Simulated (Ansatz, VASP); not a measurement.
# Two plane-wave programs on GdN

```
CELL_PARAMETERS angstrom
3.05862 0.00000 0.00000
0.00000 3.05862 0.00000
0.00000 0.00000 3.05862
ATOMIC_POSITIONS crystal
Gd 0.00000 0.00000 0.00000
N 0.50000 0.50000 0.50000
```

Alike in both runs: task single point; functional r2SCAN; k mesh 12 × 12 × 12; occupations gaussian, width 0.05 eV; collinear spin.

|  | VASP | Ansatz |
| --- | --- | --- |
| version | VASP 6.6.1 | Ansatz 0.2.0 |
| potentials or method | VASP PAW PBE potentials, release 64 (Gd, N), cutoff 520 eV | scalar-relativistic, plane waves, PAW |
| valence electrons in the cell | 23 | 23 |

VASP gave:

| Quantity | Value |
| --- | --- |
| gap on the k mesh at the Fermi level (eV) | none |
| pressure (GPa) | -5.6 |
| net moment per atom (μB) | 3.50 |
| size of the moment on the site where the two differ most (μB) | 6.79 |

Question: What did Ansatz give for the same quantities?

Answer: gap on the k mesh at the Fermi level (eV): none; pressure (GPa): -5.7; net moment per atom (μB): 3.50; size of the moment on the site where the two differ most (μB): 6.96.

VASP's potentials were made for PBE, not for r2SCAN. Site moments also hang on the region over which each program counts them. A gap of «none» marks a metal or a gap that the smearing closes. Ansatz's warnings: stability check not made.

Neither program's run includes spin-orbit coupling.
